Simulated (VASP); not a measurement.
# Sn (Im-3m) in VASP: notebook, part 2 of 2

VASP 6.6.1. The steps go on from the part before.

## Step 4: Electric field gradients, r2SCAN (volume scaled by 1.05)

POSCAR reads:

```
Sn
1.0
   -1.9257172065      1.9257172065      1.9257172065
    1.9257172065     -1.9257172065      1.9257172065
    1.9257172065      1.9257172065     -1.9257172065
Sn
1
Direct
    0.0000000000      0.0000000000      0.0000000000
```

INCAR.step1 reads:

```
  ALGO = Normal
  EDIFF = 1E-4
  ENCUT = 520
  GGA = PE
  ISMEAR = -1
  LASPH = True
  LCHARG = False
  LREAL = False
  LWAVE = True
  NBANDS = 13
  NELM = 60
  PREC = Accurate
  SIGMA = 0.08
```

INCAR.step2 reads:

```
  ALGO = Normal
  EDIFF = 1E-8
  ENCUT = 520
  ISIF = 2
  ISMEAR = -1
  ISTART = 1
  LASPH = True
  LCHARG = False
  LEFG = True
  LMIXTAU = True
  LREAL = False
  LWAVE = False
  METAGGA = R2SCAN
  NBANDS = 13
  NELM = 60
  PREC = Accurate
  SIGMA = 0.08
```

KPOINTS reads:

```
k-points
0
Gamma
  14 14 14
```

Potentials or basis: VASP PAW PBE potentials, release 64 (Sn_d).

Started as:

```
> cat potpaw_PBE.64/Sn_d/POTCAR > POTCAR
> cp INCAR.step1 INCAR
> mpirun -np 1 vasp_std > vasp.out
> cp INCAR.step2 INCAR
> mpirun -np 1 vasp_std > vasp.out
```

OUTCAR:

```text
EDIFF = 1E-8
   ENCUT = 520
   ISIF = 2
   ISMEAR = -1
   ISTART = 1
   LASPH = True
   LREAL = False
   METAGGA = R2SCAN
   NELM = 60
   PREC = Accurate

 ion  position               nearest neighbor table
   1  0.000  0.000  0.000-

  LATTYP: Found a body centered cubic cell.
 ALAT       =     3.8514344130

  Lattice vectors:

 A1 = (  -1.9257172065,   1.9257172065,   1.9257172065)
[... 591 lines left out ...]
    total drift:                               -0.000000     -0.000000     -0.000000

  FREE ENERGIE OF THE ION-ELECTRON SYSTEM (eV)
  ---------------------------------------------------
  free  energy   TOTEN  =       -24.4971760015 eV

  energy  without entropy=      -24.4873056512  energy(sigma->0) =      -24.49224083

 Electric field gradients (V/A^2)
---------------------------------------------------------------------
 ion       V_xx      V_yy      V_zz      V_xy      V_xz      V_yz
---------------------------------------------------------------------
   1      -0.000    -0.000     0.000    -0.001    -0.001    -0.001
---------------------------------------------------------------------

 Electric field gradients after diagonalization (V/A^2)
 (convention: |V_zz| > |V_xx| > |V_yy|)
----------------------------------------------------------------------
 ion       V_xx      V_yy      V_zz     asymmetry (V_yy - V_xx)/ V_zz
----------------------------------------------------------------------
   1       0.001     0.001    -0.003       0.000
----------------------------------------------------------------------

           NMR quadrupolar parameters

 Cq : quadrupolar parameter    Cq=e*Q*V_zz/h
 eta: asymmetry parameters     (V_yy - V_xx)/ V_zz
 Q  : nuclear electric quadrupole moment in mb (millibarn)
----------------------------------------------------------------------
 ion       Cq(MHz)       eta       Q (mb)
----------------------------------------------------------------------
   1      -0.000       0.000       1.000
----------------------------------------------------------------------
```

Wall time 2.2 min (1 thread of Intel Xeon 6975P-C, shared host); peak memory 0.19 GiB.

Results:

| Item | Value |
| --- | --- |
| Free energy | -24.4972 eV |
| Pressure | -2.7 GPa |
| Band gap on the k mesh | zero (band 7 reaches 15.39 eV, above the bottom of band 8 at 5.04 eV) |

Levels at points of the mesh, in eV from the Fermi level:
```tsv
k point	band 5	band 6	band 7	band 8	band 9	band 10
(0.00, 0.00, 0.00)	-22.09	-11.26	7.97	7.97	7.97	12.84
(0.50, 0.00, 0.00)	-22.01	-6.58	-4.40	3.58	5.67	8.31
(0.50, 0.50, 0.50)	-22.03	-2.61	-0.52	-0.52	-0.52	4.23
```

Caveat: without QUAD_EFG the Cq values of the log hold for a quadrupole moment of 1 mb, not for the nuclei; the PAW data sets were made with another functional, which shifts forces and pressure a little; spin-orbit coupling is left out, which moves the levels of the heavy elements.

## Step 5: Electric field gradients, r2SCAN (volume scaled by 1.05)

POSCAR is that of step 4.

INCAR.step1 reads:

```
SYSTEM = Sn
  PREC = Accurate
  ENCUT = 520
  ISMEAR = -1
  SIGMA = 0.08
  LREAL = .FALSE.
  LASPH = .TRUE.
  NELM = 100
  NBANDS = 13
  GGA = PE
  ALGO = Normal
  EDIFF = 1E-4
  LWAVE = .TRUE.
  LCHARG = .FALSE.
```

INCAR.step2 reads:

```
SYSTEM = Sn
  PREC = Accurate
  ENCUT = 520
  EDIFF = 1E-8
  ISMEAR = -1
  SIGMA = 0.08
  LREAL = .FALSE.
  LASPH = .TRUE.
  NELM = 100
  ALGO = Normal
  ISIF = 2
  LWAVE = .FALSE.
  LCHARG = .FALSE.
  METAGGA = R2SCAN
  LMIXTAU = .TRUE.
  LEFG = .TRUE.
  NBANDS = 13
  ISTART = 1
```

KPOINTS reads:

```
Automatic mesh
0
G
  14 14 14
  0 0 0
```

Potentials or basis: VASP PAW PBE potentials, release 64 (Sn_d).

Started as:

```
> cat potpaw_PBE.64/Sn_d/POTCAR > POTCAR
> cp INCAR.step1 INCAR
> mpirun -np 1 vasp_std > vasp.out
> cp INCAR.step2 INCAR
> mpirun -np 1 vasp_std > vasp.out
```

OUTCAR:

```text
SYSTEM = Sn
   PREC = Accurate
   ENCUT = 520
   EDIFF = 1E-8
   ISMEAR = -1
   LREAL = .FALSE.
   LASPH = .TRUE.
   NELM = 100
   ISIF = 2
   METAGGA = R2SCAN
   ISTART = 1

 ion  position               nearest neighbor table
   1  0.000  0.000  0.000-

  LATTYP: Found a body centered cubic cell.
 ALAT       =     3.8514344130

  Lattice vectors:

 A1 = (  -1.9257172065,   1.9257172065,   1.9257172065)
 A2 = (   1.9257172065,  -1.9257172065,   1.9257172065)
 A3 = (   1.9257172065,   1.9257172065,  -1.9257172065)

[... 588 lines left out ...]
    total drift:                               -0.000000     -0.000000     -0.000000

  FREE ENERGIE OF THE ION-ELECTRON SYSTEM (eV)
  ---------------------------------------------------
  free  energy   TOTEN  =       -24.4971760015 eV

  energy  without entropy=      -24.4873056512  energy(sigma->0) =      -24.49224083

 Electric field gradients (V/A^2)
---------------------------------------------------------------------
 ion       V_xx      V_yy      V_zz      V_xy      V_xz      V_yz
---------------------------------------------------------------------
   1      -0.000    -0.000     0.000    -0.001    -0.001    -0.001
---------------------------------------------------------------------

 Electric field gradients after diagonalization (V/A^2)
 (convention: |V_zz| > |V_xx| > |V_yy|)
----------------------------------------------------------------------
 ion       V_xx      V_yy      V_zz     asymmetry (V_yy - V_xx)/ V_zz
----------------------------------------------------------------------
   1       0.001     0.001    -0.003       0.000
----------------------------------------------------------------------

           NMR quadrupolar parameters

 Cq : quadrupolar parameter    Cq=e*Q*V_zz/h
 eta: asymmetry parameters     (V_yy - V_xx)/ V_zz
 Q  : nuclear electric quadrupole moment in mb (millibarn)
----------------------------------------------------------------------
 ion       Cq(MHz)       eta       Q (mb)
----------------------------------------------------------------------
   1      -0.000       0.000       1.000
----------------------------------------------------------------------
```

OUTCAR.step1:

```text
SYSTEM = Sn
   PREC = Accurate
   ENCUT = 520
   ISMEAR = -1
   LREAL = .FALSE.
   LASPH = .TRUE.
[... 601 lines left out ...]
 -----------------------------------------------------------------------------------
      0.00000      0.00000      0.00000        -0.000000     -0.000000      0.000000
 -----------------------------------------------------------------------------------
    total drift:                                0.000000     -0.000000     -0.000000

  FREE ENERGIE OF THE ION-ELECTRON SYSTEM (eV)
  ---------------------------------------------------
  free  energy   TOTEN  =        -3.7803963909 eV

  energy  without entropy=       -3.7706112577  energy(sigma->0) =       -3.77550382
```

Run time: 2 min. Hardware: 1 thread of Intel Xeon 6975P-C, shared host; peak memory 0.19 GiB.

Results:

| Item | Value |
| --- | --- |
| Free energy | -24.4972 eV |
| Pressure | -2.7 GPa |
| Band gap on the k mesh | zero (band 7 reaches 15.39 eV, above the bottom of band 8 at 5.04 eV) |

Caveat: without QUAD_EFG the Cq values of the log hold for a quadrupole moment of 1 mb, not for the nuclei; the PAW data sets were made with another functional, which shifts forces and pressure a little; spin-orbit coupling is left out, which moves the levels of the heavy elements.

## Step 6: The runs side by side

| cell | gap on the mesh (eV) | pressure (GPa) |
| --- | --- | --- |
| a = 3.282 Å, angles 109.5°, 1 atom | none | -0.5 |
| a = 3.309 Å, angles 109.5°, 1 atom | none | -1.7 |
| a = 3.335 Å, angles 109.5°, 1 atom | none | -2.7 |

Alike in all rows: task electric field gradients; level r2SCAN; potentials or basis VASP PAW PBE potentials, release 64 (Sn_d); no spin polarisation; k mesh 14 × 14 × 14; cutoff (eV) 520; smearing fermi-dirac 0.08 eV.

Caveats: the PAW data sets were made with another functional, which shifts forces and pressure a little; spin-orbit coupling is left out, which moves the levels of the heavy elements.

Absolute energies hang on the potentials; compare differences alone.
